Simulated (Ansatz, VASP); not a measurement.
**MgO in VASP and in Ansatz**

INCAR

```
PREC = Accurate
ENCUT = 520
EDIFF = 1E-7
ISMEAR = 0
SIGMA = 0.05
LREAL = False
LASPH = True
NELM = 80
ALGO = Normal
ISIF = 2
LWAVE = False
LCHARG = False
GGA = CA
NBANDS = 36
```

File KPOINTS:

```
Automatic mesh
0
Gamma
  4 4 4
```

Contents of POSCAR:

```
MgO
1.0
    5.5230736673      0.0000000000      0.0000000000
    0.0000000000      5.5230736673      0.0000000000
    0.0000000000      0.0000000000      5.5230736673
Mg O
6 6
Direct
    0.2500000000      0.0027973816      0.5000000000
    0.0000000000      0.4972026184      0.2500000000
    0.5000000000      0.7500000000      0.0000000000
    0.7500000000      0.0027973816      0.5000000000
    0.0000000000      0.4972026184      0.7500000000
    0.5000000000      0.2500000000      0.0000000000
    0.2500000000      0.5197005603      0.0000000000
    0.5000000000     -0.0197005603      0.2500000000
    0.0000000000      0.7500000000      0.5000000000
    0.7500000000      0.5197005603      0.0000000000
    0.5000000000     -0.0197005603      0.7500000000
    0.0000000000      0.2500000000      0.5000000000
```

Input for Ansatz:

```yaml
crystal:
  lattice:
    - [5.5230736673, 0.0, 0.0]
    - [0.0, 5.5230736673, 0.0]
    - [0.0, 0.0, 5.5230736673]
  atoms:
    - { symbol: Mg, position: [0.25, 0.0027973816, 0.5] }
    - { symbol: Mg, position: [0.0, 0.4972026184, 0.25] }
    - { symbol: Mg, position: [0.5, 0.75, 0.0] }
    - { symbol: Mg, position: [0.75, 0.0027973816, 0.5] }
    - { symbol: Mg, position: [0.0, 0.4972026184, 0.75] }
    - { symbol: Mg, position: [0.5, 0.25, 0.0] }
    - { symbol: O, position: [0.25, 0.5197005603, 0.0] }
    - { symbol: O, position: [0.5, -0.0197005603, 0.25] }
    - { symbol: O, position: [0.0, 0.75, 0.5] }
    - { symbol: O, position: [0.75, 0.5197005603, 0.0] }
    - { symbol: O, position: [0.5, -0.0197005603, 0.75] }
    - { symbol: O, position: [0.0, 0.25, 0.5] }
basis:
  ecutwfc: 520.0
kpoints:
  mp_grid: { grid: [4, 4, 4] }
hamiltonian:
  xc: lda
  pseudopotentials: { kind: paw, azcp: { folder: soft_1 } }
scf:
  occupations: { method: gaussian, width: 0.05 }
output:
  forces: true
  stress: true
  eigenvalues: true
```

Change from the starting cell: mode 14 frozen in at -0.029 Å and mode 24 at +0.086 Å (largest displacements).

Alike in both runs: task single point; functional LDA; k mesh 4 × 4 × 4; occupations gaussian, width 0.05 eV; no spin polarisation.

```csv
,VASP,Ansatz
version,VASP 6.6.1,Ansatz 0.2.0
potentials or method,"VASP PAW LDA potentials, release 64 (Mg, O), cutoff 520 eV","scalar-relativistic, plane waves, PAW"
valence electrons in the cell,48,96
```

|  | VASP | Ansatz | Ansatz less VASP |
| --- | --- | --- | --- |
| gap on the k mesh at the Fermi level (eV) | 2.77 | 2.78 | +0.011 |
| least direct gap on the mesh (eV) | 2.77 | 2.78 | +0.011 |
| pressure (GPa) | -0.3 | 0.4 | +0.69 |
| traceless stress, the component that is largest in VASP (GPa) | -0.22 | -0.23 | -0.009 |
| rms of the force components (eV/Å) | 0.575 | 0.562 | -0.0133 |

Ansatz warns that its potentials were made for another functional, while VASP's fit it. LDA's correlation is that of Perdew and Zunger in VASP and of Perdew and Wang (1992) in Ansatz. Atom by atom the forces differ by 0.014 eV/Å (rms over components). VASP's potentials hold 48 valence electrons a cell and Ansatz's 96, so a difference there can come from the potentials and not from the codes.
